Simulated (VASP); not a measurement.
Here is a VASP 6.6.1 calculation.

Contents of INCAR:

```
SYSTEM = SiC3
  PREC = Accurate
  ENCUT = 600
  EDIFF = 1E-6
  ISMEAR = 0
  SIGMA = 0.02
  LREAL = .False.
  LASPH = .True.
  NELM = 100
  ALGO = Normal
  ISIF = 3
  LWAVE = .False.
  LCHARG = .False.
  GGA = PE
  IBRION = 2
  NSW = 100
  EDIFFG = -0.01
```

KPOINTS

```
Automatic mesh
0
Gamma
  6 6 10
  0 0 0
```

Contents of POSCAR:

```
SiC3
1.0
    5.6099665035      0.0000000000      0.0000000000
    0.0000000000      5.6099665035      0.0000000000
    0.0000000000      0.0000000000      3.0562329492
Si C
1 3
Direct
    0.0000000000      0.0000000000      0.0000000000
    0.5000000000      0.5000000000      0.2134401762
    0.0000000000      0.0000000000      0.5000000000
    0.5000000000      0.5000000000      0.7865598238
```

Potentials or basis: VASP PAW PBE potentials, release 64 (Si, C).

Command:

```sh
$ cat potpaw_PBE.64/Si/POTCAR potpaw_PBE.64/C/POTCAR > POTCAR
$ mpirun -np 1 vasp_std > vasp.out
```

(1) What does it give for the relaxed cell?

(2) What does it give for the space group after relaxing (to 0.1 Å)?

(3) What does it give for the relaxed volume?

(4) Predict the band gap on the k mesh.

## Answers

(1) a = 5.609 Å, b = 5.609 Å, c = 3.054 Å, α = 90.00°, β = 90.00°, γ = 90.00°.

(2) P4/mmm (No. 123).

(3) 24.03 Å³/atom.

(4) 1.18 eV (least direct gap 1.52 eV).
